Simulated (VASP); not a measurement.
Write the native input for VASP 6.6.1 that does the following.

| Quantity | Value |
| --- | --- |
| Task | single point |
| Functional | PBE |
| Potentials or basis | VASP PAW PBE potentials, release 64 (Hf_pv, N) |
| Cutoff | 520 eV |
| k mesh | 16 × 16 × 16 |
| Occupations | gaussian, width 0.1 eV |
| Spin | no spin polarisation |
| Dipole correction | no |
| Further INCAR settings | ALGO = Normal; EDIFF = 1e-07; NBANDS = 14 |

The structure of HfN lies in POSCAR:

```
HfN
1.0
    0.0000000000      2.2035232131      2.2035232131
    2.2035232131      0.0000000000      2.2035232131
    2.2035232131      2.2035232131      0.0000000000
Hf N
1 1
Direct
    0.0000000000      0.0000000000      0.0000000000
    0.5000000000      0.5000000000      0.5000000000
```

This cell differs from its parent crystal: volume scaled by 0.91.

These files were run (other wordings do the same):

INCAR

```
SYSTEM = HfN
PREC = Accurate
ENCUT = 520
EDIFF = 1E-7
ISMEAR = 0
SIGMA = 0.1
LREAL = .FALSE.
LASPH = .TRUE.
NELM = 60
ALGO = Normal
ISIF = 2
LWAVE = .FALSE.
LCHARG = .TRUE.
GGA = PE
LELF = .TRUE.
LVHAR = .TRUE.
NBANDS = 14
```

KPOINTS

```
regular mesh
0
G
  16 16 16
  0 0 0
```

Potentials or basis: VASP PAW PBE potentials, release 64 (Hf_pv, N).

Command:

```bash
$ cat potpaw_PBE.64/Hf_pv/POTCAR potpaw_PBE.64/N/POTCAR > POTCAR
$ mpirun -np 1 vasp_std > vasp.out
```

Results of the run:

```json
{"Pressure": "27.8 GPa"}
```

Run time: 28 s on 1 thread of AMD EPYC 9R45 96-Core Processor (Zen 5), with other jobs on the host, peak memory 0.14 GiB.
